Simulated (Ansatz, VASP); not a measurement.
**As in VASP and in Ansatz**

POSCAR

```
As
1.0
    2.7036817444      0.0000000000      0.0000000000
    0.0000000000      2.7036817444      0.0000000000
    0.0000000000      0.0000000000      2.7847921967
As
1
Direct
    0.5000000000      0.5000000000      0.5000000000
```

INCAR.step1

```
PREC = Accurate ; ENCUT = 520
ISMEAR = 0 ; SIGMA = 0.15
LREAL = False ; LASPH = True
NELM = 100 ; NBANDS = 8
GGA = PE ; ALGO = Normal
EDIFF = 1E-4 ; LWAVE = True
LCHARG = False
```

INCAR.step2

```
PREC = Accurate ; ENCUT = 520
EDIFF = 1E-6 ; ISMEAR = 0
SIGMA = 0.15 ; LREAL = False
LASPH = True ; NELM = 100
ALGO = Normal ; ISIF = 2
LWAVE = False ; LCHARG = False
METAGGA = R2SCAN ; LMIXTAU = True
NBANDS = 8 ; ISTART = 1
```

The input KPOINTS:

```
regular mesh
0
Gamma
  18 18 18
```

Input for Ansatz:

```yaml
crystal:
  lattice:
    - [2.7036817444, 0.0, 0.0]
    - [0.0, 2.7036817444, 0.0]
    - [0.0, 0.0, 2.7847921967]
  atoms:
    - { symbol: As, position: [0.5, 0.5, 0.5] }
basis:
  ecutwfc: 500
kpoints:
  mp_grid: { grid: [18, 18, 18] }
hamiltonian:
  xc: r2scan
scf:
  occupations: { method: gaussian, width: 0.15 }
output:
  forces: true
  stress: true
  eigenvalues: true
```

Change from the starting cell: strain +0.000 along x and y, +0.030 along z, atoms carried along.

Alike in both runs: task single point; functional r2SCAN; k mesh 18 × 18 × 18; occupations gaussian, width 0.15 eV; no spin polarisation.

|  | VASP | Ansatz |
| --- | --- | --- |
| version | VASP 6.6.1 | Ansatz 0.2.0 |
| potentials or method | VASP PAW PBE potentials, release 64 (As), cutoff 520 eV | scalar-relativistic, plane waves, PAW |
| valence electrons in the cell | 5 | 15 |

```tsv
	VASP	Ansatz	Ansatz less VASP
gap on the k mesh at the Fermi level (eV)	none	none	-
pressure (GPa)	-2.1	-2.0	+0.07
traceless stress, the component that is largest in VASP (GPa)	-2.52	-2.49	+0.025
```

VASP's potentials were made for PBE, not for r2SCAN. A gap of «none» marks a metal or a gap that the smearing closes. VASP's potentials hold 5 valence electrons a cell and Ansatz's 15, so a difference there can come from the potentials and not from the codes.
